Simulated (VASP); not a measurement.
CsH: single point with LDA

CsH:

```
Cs H
1.0
     0.00000    3.18800    3.18800
     3.18800    0.00000    3.18800
     3.18800    3.18800    0.00000
Cs H
1 1
Direct
  0.00392 0.00392 0.99608
  0.50000 0.50000 0.50000
```

```yaml
Program: VASP 6.6.1
Task: single point
Functional: LDA
Potentials_or_basis: VASP PAW LDA potentials, release 64 (Cs_sv, H)
Cutoff: 520 eV
k_mesh: 8 × 8 × 8
Occupations: gaussian, width 0.05 eV
Spin: no spin polarisation
Dipole_correction: no
Further_INCAR_settings: ALGO = Normal; EDIFF = 1e-06; NBANDS = 12
```

- Pressure: -1.2 GPa
- Largest force: 0.011 eV/Å
- Band gap on the k mesh: 1.94 eV

Forces on the atoms (eV/Å):
```
Cs   0.000  0.000 -0.011
H    0.000  0.000  0.011
```

Levels at points of the mesh, in eV from the valence-band top:
| k point | band 2 | band 3 | band 4 | band 5 | band 6 | band 7 | band 8 | band 9 |
| --- | --- | --- | --- | --- | --- | --- | --- | --- |
| (0.00, 0.00, 0.00) | -7.90 | -7.90 | -7.90 | -1.87 | 4.98 | 4.98 | 4.98 | 5.66 |
| (0.50, 0.00, 0.00) | -8.77 | -7.99 | -7.99 | 0.00 | 1.94 | 4.55 | 4.55 | 6.99 |
| (0.50, 0.50, 0.00) | -8.64 | -8.18 | -8.18 | -1.22 | 2.85 | 5.31 | 7.86 | 8.08 |
| (0.00, 0.50, 0.50) | -8.64 | -8.18 | -8.18 | -1.22 | 2.85 | 5.31 | 7.83 | 8.08 |

Wall time 66 s on 1 thread of Intel Xeon 8259CL, with other jobs on the host, peak memory 0.2 GiB.

Caveat: spin-orbit coupling is left out, which moves the levels of the heavy elements. A k mesh can miss the band edges.
